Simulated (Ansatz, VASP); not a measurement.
## Ni in VASP and in Ansatz

```
CELL_PARAMETERS angstrom
2.48024 0.00000 0.00000
-1.24012 2.14795 0.00000
0.00000 0.00000 4.12640
ATOMIC_POSITIONS crystal
Ni 0.66667 0.33333 0.75000
Ni 0.33333 0.66667 0.25000
```

Change from the starting cell: volume scaled by 1.04.

Alike in both runs: task single point; functional LDA; k mesh 12 × 12 × 7; occupations fermi-dirac, width 0.05 eV; collinear spin.

|  | VASP | Ansatz |
| --- | --- | --- |
| version | VASP 6.6.1 | Ansatz 0.2.0 |
| potentials or method | VASP PAW LDA potentials, release 64 (Ni), cutoff 520 eV | all-electron LAPW, scalar-relativistic |

|  | VASP | Ansatz | Ansatz less VASP |
| --- | --- | --- | --- |
| gap on the k mesh at the Fermi level (eV) | none | none | - |
| pressure (GPa) | -17.8 | -17.9 | -0.16 |
| traceless stress, the component that is largest in VASP (GPa) | -1.97 | -2.12 | -0.145 |
| net moment per atom (μB) | 0.61 | 0.64 | +0.034 |
| size of the moment on the site where the two differ most (μB) | 0.61 | 0.66 | +0.048 |

LDA's correlation is that of Perdew and Zunger in VASP and of Perdew and Wang (1992) in Ansatz. Site moments also hang on the region over which each program counts them. A gap of «none» marks a metal or a gap that the smearing closes. Ansatz ran all-electron here, and VASP with PAW potentials.
